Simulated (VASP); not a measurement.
Wanted: the native input for a VASP 6.6.1 run.

```yaml
Task: single point
Functional: PBEsol
Potentials_or_basis: VASP PAW PBE potentials, release 64 (W_sv, Co)
Cutoff: 520 eV
k_mesh: 12 × 12 × 12
Occupations: gaussian, width 0.1 eV
Spin: collinear spin, ferromagnetic start
Starting_moments: "[0.0, 0.0, 0.0, 2.0] μB"
Dipole_correction: no
Further_INCAR_settings: ALGO = Fast; EDIFF = 1e-07; NBANDS = 38
```

The structure of CoW3 lies in POSCAR:

```
CoW3
1.0
    0.0000000000      3.0720842694      3.0720842694
    3.0720842694      0.0000000000      3.0720842694
    3.0720842694      3.0720842694      0.0000000000
W Co
3 1
Direct
    0.2500000000      0.2500000000      0.2500000000
    0.7500000000      0.7500000000      0.7500000000
    0.5000000000      0.5000000000      0.5000000000
    0.0000000000      0.0000000000      0.0000000000
```

These files were run (other wordings do the same):

INCAR

```
PREC = Accurate
ENCUT = 520
EDIFF = 1E-7
ISMEAR = 0
SIGMA = 0.1
LREAL = F
LASPH = T
NELM = 150
ALGO = Fast
ISIF = 2
LWAVE = F
LCHARG = T
ISPIN = 2
MAGMOM = 0 0 0 2
LORBIT = 11
LMAXMIX = 4
GGA = PS
LELF = T
LVHAR = T
NBANDS = 38
```

KPOINTS

```
Automatic mesh
0
Gamma
  12 12 12
```

Potentials or basis: VASP PAW PBE potentials, release 64 (W_sv, Co).

The run is started by

```sh
$ cat potpaw_PBE.64/W_sv/POTCAR potpaw_PBE.64/Co/POTCAR > POTCAR
$ mpirun -np 1 vasp_std > vasp.out
```

It gave:

| Item | Value |
| --- | --- |
| Pressure | 0.4 GPa |
| Net moment | 1.32 μB per cell |
| Site moments | W +0.10, +0.03; Co +1.08 μB |
| Valence electrons inside the program's atomic spheres | W 12.07, 12.32; Co 8.30 |

Caveat: the PAW data sets were made with another functional, which shifts forces and pressure a little.

Wall time 3 min on 1 thread of Intel(R) Xeon(R) 6975P-C (Granite Rapids), on a shared host, peak memory 0.37 GiB.
